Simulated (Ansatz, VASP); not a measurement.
## Two plane-wave programs on WSe2

```
W Se
1.0
     3.23046    0.00000    0.00000
    -1.61523    2.79766    0.00000
     0.00000    0.00000   12.41450
W Se
2 4
Direct
  0.33333 0.66667 0.25000
  0.66667 0.33333 0.75000
  0.33333 0.66667 0.61458
  0.66667 0.33333 0.11458
  0.33333 0.66667 0.88542
  0.66667 0.33333 0.38542
```

Alike in both runs: functional PBEsol; dispersion D3(BJ); k mesh 12 × 12 × 2; occupations gaussian, width 0.02 eV; no spin polarisation.

Ansatz relaxed the structure, and its values are those at the end. VASP's run is a single point on that final structure, the one shown.

|  | VASP | Ansatz |
| --- | --- | --- |
| version | VASP 6.6.1 | Ansatz 0.2.0 |
| potentials or method | VASP PAW PBE potentials, release 64 (W_sv, Se), cutoff 520 eV | scalar-relativistic, plane waves, PAW |
| valence electrons in the cell | 52 | 92 |

```tsv
	VASP	Ansatz	Ansatz less VASP
gap on the k mesh at the Fermi level (eV)	0.70	0.71	+0.006
least direct gap on the mesh (eV)	1.65	1.65	+0.002
pressure (GPa)	0.5	0.0	-0.50
rms of the force components (eV/Å)	0.030	0.001	-0.0291
```

VASP's potentials were made for PBE, not for PBEsol. VASP's potentials hold 52 valence electrons a cell and Ansatz's 92, so a difference there can come from the potentials and not from the codes.

Spin-orbit coupling is off throughout.
